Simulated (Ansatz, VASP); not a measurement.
**Ag2HCl2: VASP beside Ansatz**

```
Ag Cl H
1.0
     3.89662    0.00000    0.00000
     0.00000    3.89662    0.00000
     0.00000    0.00000   20.14787
Ag Cl H
2 2 1
Direct
  0.00000 0.00000 0.19853
  0.50000 0.50000 0.33376
  0.50000 0.50000 0.19853
  0.00000 0.00000 0.33988
  0.00000 0.00000 0.46396
```

Alike in both runs: task single point; functional PBE; dispersion D3(BJ); k mesh 7 × 7 × 1; occupations gaussian, width 0.05 eV; collinear spin.

|  | VASP | Ansatz |
| --- | --- | --- |
| version | VASP 6.6.1 | Ansatz 0.2.0 |
| potentials or method | VASP PAW PBE potentials, release 64 (Ag, Cl, H), cutoff 520 eV | scalar-relativistic, plane waves, PAW |
| valence electrons in the cell | 37 | 53 |

Ansatz gave:

| Property | Result |
| --- | --- |
| gap on the k mesh at the Fermi level (eV) | 1.04 |
| least direct gap on the mesh (eV) | 2.05 |
| rms of the force components (eV/Å) | 0.107 |
| net moment per atom (μB) | 0.20 |
| size of the moment on the site where the two differ most (μB) | 0.75 |

What did VASP give for the same quantities?

gap on the k mesh at the Fermi level (eV): 1.04; least direct gap on the mesh (eV): 2.05; rms of the force components (eV/Å): 0.107; net moment per atom (μB): 0.20; size of the moment on the site where the two differ most (μB): 0.37.

Site moments also hang on the region over which each program counts them. VASP's potentials hold 37 valence electrons a cell and Ansatz's 53, so a difference there can come from the potentials and not from the codes.
